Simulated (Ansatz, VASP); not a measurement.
## Two plane-wave programs on V

```
V
1.0
    -1.43932    1.43932    1.43932
     1.43932   -1.43932    1.43932
     1.43932    1.43932   -1.43932
V
1
Cartesian
  0.0000 0.0000 0.0000
```

Alike in both runs: task single point; functional PBEsol; k mesh 24 × 24 × 24; occupations fermi-dirac, width 0.1 eV; no spin polarisation.

|  | VASP | Ansatz |
| --- | --- | --- |
| version | VASP 6.6.1 | Ansatz 0.2.0 |
| potentials or method | VASP PAW PBE potentials, release 64 (V_sv), cutoff 520 eV | plane waves (420 eV) with PAW, scalar-relativistic |
| valence electrons in the cell | 13 | 13 |

Ansatz gave:

| Item | Value |
| --- | --- |
| pressure (GPa) | 19.2 |

**Question.** Estimate VASP's values.

**Answer.** Pressure (GPa): 19.5.

VASP's potentials were made for PBE, not for PBEsol, and Ansatz warns of the same on its side. The functional is the same, so the differences come from potentials, cutoffs and numerics.
